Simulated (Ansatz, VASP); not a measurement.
# Ge3Te2S in VASP and in Ansatz

```xyz
6
Lattice="4.0551 0.0000 0.0000 0.0000 4.0551 0.0000 0.0000 0.0000 9.5075" Properties=species:S:1:pos:R:3 pbc="T T T"
Ge    2.0275    0.0000    5.8870
Ge    0.0000    2.0275    3.6205
Ge    2.0275    2.0275    0.0000
Te    2.0275    0.0000    3.0951
Te    0.0000    2.0275    6.4123
S     0.0000    0.0000    0.0000
```

Change from the starting cell: species swapped into the Ti2CuSb3 type (P-4m2, No. 115).

Alike in both runs: functional PBE; k mesh 10 × 10 × 4; occupations gaussian, width 0.1 eV; no spin polarisation.

Ansatz relaxed the structure, and its values are those at the end. VASP's run is a single point on that final structure, the one shown.

|  | VASP | Ansatz |
| --- | --- | --- |
| version | VASP 6.6.1 | Ansatz 0.2.0 |
| potentials or method | VASP PAW PBE potentials, release 64 (Ge_d, Te, S), cutoff 520 eV | scalar-relativistic, plane waves, PAW |
| valence electrons in the cell | 60 | 80 |

|  | VASP | Ansatz | Ansatz less VASP |
| --- | --- | --- | --- |
| gap on the k mesh at the Fermi level (eV) | none | none | - |
| pressure (GPa) | 0.0 | 0.0 | 0.00 |
| rms of the force components (eV/Å) | 0.004 | 0.002 | -0.0020 |

A gap of «none» marks a metal or a gap that the smearing closes. The functional is the same, so the differences come from potentials, cutoffs and numerics. VASP's potentials hold 60 valence electrons a cell and Ansatz's 80, so a difference there can come from the potentials and not from the codes.

Neither program's run includes spin-orbit coupling.
